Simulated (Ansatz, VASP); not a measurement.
**Ge: VASP beside Ansatz**

```
Ge
1.0
     0.00000    2.83687    2.83687
     2.83687    0.00000    2.83687
     2.83687    2.83687    0.00000
Ge
2
Cartesian
  0.0000 0.0000 0.0000
  1.4184 1.4184 1.4184
```

Alike in both runs: task single point; functional HSE06; k mesh 4 × 4 × 4; occupations fermi-dirac, width 0.02 eV; no spin polarisation.

```csv
,VASP,Ansatz
version,VASP 6.6.1,Ansatz 0.2.0
potentials or method,"VASP PAW PBE potentials, release 64 (Ge_d)",plane waves
plane-wave cutoff (eV),520,420
valence electrons in the cell,28,28
```

Ansatz gave:

```
gap on the k mesh at the Fermi level (eV) : 0.84
pressure (GPa)                            : 0.5
```

Q: Which values does VASP return?

A: gap on the k mesh at the Fermi level (eV): 0.85; pressure (GPa): 0.5.

Ansatz's warnings: stress exchange threshold loose, stress scf threshold loose.

The k mesh is coarse, so the values compare programs but aren't converged.
